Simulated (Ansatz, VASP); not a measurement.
# One calculation of TaAs3, two programs

File INCAR:

```
SYSTEM = TaAs3
  ALGO = Normal
  EDIFF = 1E-6
  EDIFFG = -0.04
  ENCUT = 600
  GGA = PE
  IBRION = 2
  ISIF = 3
  ISMEAR = 0
  LASPH = .True.
  LCHARG = .False.
  LREAL = .False.
  LWAVE = .False.
  NELM = 60
  NSW = 90
  PREC = Accurate
  SIGMA = 0.1
```

Contents of KPOINTS:

```
k-points
0
Gamma
  4 4 4
  0 0 0
```

The input POSCAR:

```
TaAs3
1.0
    4.8585371554      0.0000000000      0.0000000000
    0.0000000000      6.0435186658      0.0000000000
    0.0000000000      0.0000000000      5.1127038283
Ta As
2 6
Direct
    0.0000000000      0.0000000000      0.6700000000
    0.5000000000      0.5000000000      0.3300000000
    0.0000000000      0.2500000000      0.1670000000
    0.0000000000      0.7500000000      0.1670000000
    0.5000000000      0.7500000000      0.8330000000
    0.5000000000      0.2500000000      0.8330000000
    0.5000000000      0.0000000000      0.3300000000
    0.0000000000      0.5000000000      0.6700000000
```

Input for Ansatz:

```yaml
crystal:
  lattice:
    - [4.8585371554, 0.0, 0.0]
    - [0.0, 6.0435186658, 0.0]
    - [0.0, 0.0, 5.1127038283]
  atoms:
    - { symbol: Ta, position: [0.0, 0.0, 0.67] }
    - { symbol: Ta, position: [0.5, 0.5, 0.33] }
    - { symbol: As, position: [0.0, 0.25, 0.167] }
    - { symbol: As, position: [0.0, 0.75, 0.167] }
    - { symbol: As, position: [0.5, 0.75, 0.833] }
    - { symbol: As, position: [0.5, 0.25, 0.833] }
    - { symbol: As, position: [0.5, 0.0, 0.33] }
    - { symbol: As, position: [0.0, 0.5, 0.67] }
basis:
  ecutwfc: 420
kpoints:
  mp_grid: { grid: [4, 4, 4] }
hamiltonian:
  xc: pbe
scf:
  occupations: { method: gaussian, width: 0.1 }
  lower_state_search: "off"
output:
  forces: true
  stress: true
  eigenvalues: true
relax:
  adjacent_minimum: "off"
  f_tol: 0.04
  max_steps: 70
  cell: { stress_tol: 0.4 }
```

Alike in both runs: task relaxation of cell and atoms; functional PBE; k mesh 4 × 4 × 4; occupations gaussian, width 0.1 eV; no spin polarisation.

|  | VASP | Ansatz |
| --- | --- | --- |
| version | VASP 6.6.1 | Ansatz 0.2.0 |
| potentials or method | VASP PAW PBE potentials, release 64 (Ta_pv, As), cutoff 600 eV | scalar-relativistic, plane waves, PAW |
| valence electrons in the cell | 52 | 116 |

VASP gave:

- gap on the k mesh at the Fermi level, each at its own relaxed structure (eV): none
- relaxed volume (Å³/atom): 18.72
- relaxed cell length with the largest relative difference (Å): 4.464

Estimate Ansatz's values.

gap on the k mesh at the Fermi level, each at its own relaxed structure (eV): none; relaxed volume (Å³/atom): 18.71; relaxed cell length with the largest relative difference (Å): 4.454.

A gap of «none» marks a metal or a gap that the smearing closes. VASP's potentials hold 52 valence electrons a cell and Ansatz's 116, so a difference there can come from the potentials and not from the codes.

Spin-orbit coupling is off throughout.
